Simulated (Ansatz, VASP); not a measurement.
**Two plane-wave programs on Ni**

File INCAR:

```
  ALGO = Normal
  EDIFF = 1E-7
  ENCUT = 520
  ISIF = 2
  ISMEAR = 0
  ISPIN = 2
  LASPH = True
  LCHARG = True
  LELF = True
  LMAXMIX = 4
  LORBIT = 11
  LREAL = False
  LVHAR = True
  LWAVE = False
  MAGMOM = 2
  NBANDS = 15
  NELM = 150
  PREC = Accurate
  SIGMA = 0.1
```

KPOINTS

```
k-points
0
Gamma
  12 12 12
```

File POSCAR:

```
Ni
1.0
    0.0000000000      1.7683500000      1.7683500000
    1.7683500000      0.0000000000      1.7683500000
    1.7683500000      1.7683500000      0.0000000000
Ni
1
Direct
    0.0000000000      0.0000000000      0.0000000000
```

Input for Ansatz:

```yaml
crystal:
  lattice:
    - [0.0, 1.76835, 1.76835]
    - [1.76835, 0.0, 1.76835]
    - [1.76835, 1.76835, 0.0]
  atoms:
    - { symbol: Ni, position: [0.0, 0.0, 0.0], spin: 2.0 }
magnetization:
  spin_polarized: true
hamiltonian:
  xc: lda
  pseudopotentials: { kind: paw }
basis:
  ecutwfc: 420
kpoints:
  mp_grid: { grid: [12, 12, 12] }
scf:
  occupations: { method: gaussian, width: 0.1 }
  lower_state_search: "off"
output:
  forces: true
  stress: true
```

Alike in both runs: task single point; functional LDA; k mesh 12 × 12 × 12; occupations gaussian, width 0.1 eV; collinear spin.

|  | VASP | Ansatz |
| --- | --- | --- |
| version | VASP 6.6.1 | Ansatz 0.2.0 |
| potentials or method | VASP PAW LDA potentials, release 64 (Ni), cutoff 520 eV | PAW, plane waves, scalar-relativistic |
| valence electrons in the cell | 10 | 18 |

|  | VASP | Ansatz | Ansatz less VASP |
| --- | --- | --- | --- |
| pressure (GPa) | -19.4 | -19.3 | +0.14 |
| net moment per atom (μB) | 0.60 | 0.67 | +0.070 |
| size of the moment on the site where the two differ most (μB) | 0.61 | 0.71 | +0.094 |

LDA's correlation is that of Perdew and Zunger in VASP and of Perdew and Wang (1992) in Ansatz. Site moments also hang on the region over which each program counts them. VASP's potentials hold 10 valence electrons a cell and Ansatz's 18, so a difference there can come from the potentials and not from the codes.
